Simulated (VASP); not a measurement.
A run of VASP 6.6.1 is set up as follows.

File INCAR:

```
  ALGO = Fast
  EDIFF = 1E-6
  ENCUT = 520
  GGA = PE
  ISIF = 2
  ISMEAR = 0
  LASPH = T
  LCHARG = T
  LELF = T
  LREAL = F
  LVHAR = T
  LWAVE = F
  NBANDS = 16
  NELM = 80
  PREC = Accurate
  SIGMA = 0.1
```

File KPOINTS:

```
k-points
0
Gamma
  20 20 20
```

File POSCAR:

```
CoSi2
1.0
   -1.4115182290      1.6618139594      4.0203175787
    1.4115182290     -1.6618139594      4.0203175787
    1.4115182290      1.6618139594     -4.0203175787
Co Si
1 2
Direct
    0.0000000000      0.0000000000      0.0000000000
    0.3386450822      0.3386450822      0.0000000000
    0.6613549178      0.6613549178      0.0000000000
```

Potentials or basis: VASP PAW PBE potentials, release 64 (Co, Si).

Run with:

```console
$ cat potpaw_PBE.64/Co/POTCAR potpaw_PBE.64/Si/POTCAR > POTCAR
$ mpirun -np 1 vasp_std > vasp.out
```

(1) Predict the band gap on the k mesh.

(2) Estimate the pressure.

(3) Estimate the largest force.

Answers

(1) zero (an odd number of electrons rules out a gap without spin polarisation).

(2) -7.7 GPa.

(3) 0.423 eV/Å.

Caveat: the cell differs from its parent crystal (Ti replaced by Co, lengths x 0.947, strained); the stress differs along the axes, from -15 to -4 GPa; an odd number of electrons without spin polarisation forces a metal; a magnetic or distorted state may lie lower.
